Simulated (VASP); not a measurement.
A run of VASP 6.6.1:

File INCAR:

```
PREC = Accurate
ENCUT = 520
EDIFF = 1E-7
ISMEAR = 0
SIGMA = 0.05
LREAL = F
LASPH = T
NELM = 80
ALGO = Normal
ISIF = 2
LWAVE = F
LCHARG = F
GGA = PS
NBANDS = 11
```

The input KPOINTS:

```
Automatic mesh
0
Gamma
  10 10 10
```

POSCAR

```
BeS
1.0
    0.0000000000      2.2650963360      2.3768062287
    2.3768062287      0.0000000000      2.3768062287
    2.3768062287      2.2650963360      0.0000000000
Be S
1 1
Direct
    0.0000000000      0.0000000000      0.0000000000
    0.7500000000      0.7500000000      0.7500000000
```

Potentials or basis: VASP PAW PBE potentials, release 64 (Be, S).

Launch:

```console
$ cat potpaw_PBE.64/Be/POTCAR potpaw_PBE.64/S/POTCAR > POTCAR
$ mpirun -np 1 vasp_std > vasp.out
```

Hardware: 1 thread of Intel(R) Xeon(R) 6975P-C (Granite Rapids), on a shared host.

**Question.** How long does it take, and how much memory?

**Answer.** Run time: 12 s on 1 thread of Intel(R) Xeon(R) 6975P-C (Granite Rapids) (shared host), peak memory 0.15 GiB. Counts: scf iterations 13, k points 102.
